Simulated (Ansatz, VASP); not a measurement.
# Two plane-wave programs on Yb

```
Yb
1.0
     0.00000    2.45695    2.45695
     2.45695    0.00000    2.45695
     2.45695    2.45695    0.00000
Yb
1
Direct
  0.00000 0.00000 0.00000
```

Alike in both runs: task single point; functional LDA; k mesh 11 × 11 × 11; occupations methfessel-paxton of order 1, width 0.2 eV; no spin polarisation.

|  | VASP | Ansatz |
| --- | --- | --- |
| version | VASP 6.6.1 | Ansatz 0.2.0 |
| potentials or method | VASP PAW PBE potentials, release 64 (Yb), cutoff 520 eV | plane waves (420 eV) with PAW, scalar-relativistic |
| valence electrons in the cell | 24 | 24 |

|  | VASP | Ansatz | Ansatz less VASP |
| --- | --- | --- | --- |
| pressure (GPa) | -0.6 | -0.4 | +0.14 |

VASP's potentials were made for PBE, not for LDA, and Ansatz warns of the same on its side. LDA's correlation is that of Perdew and Zunger in VASP and of Perdew and Wang (1992) in Ansatz.

Spin-orbit coupling is off throughout.
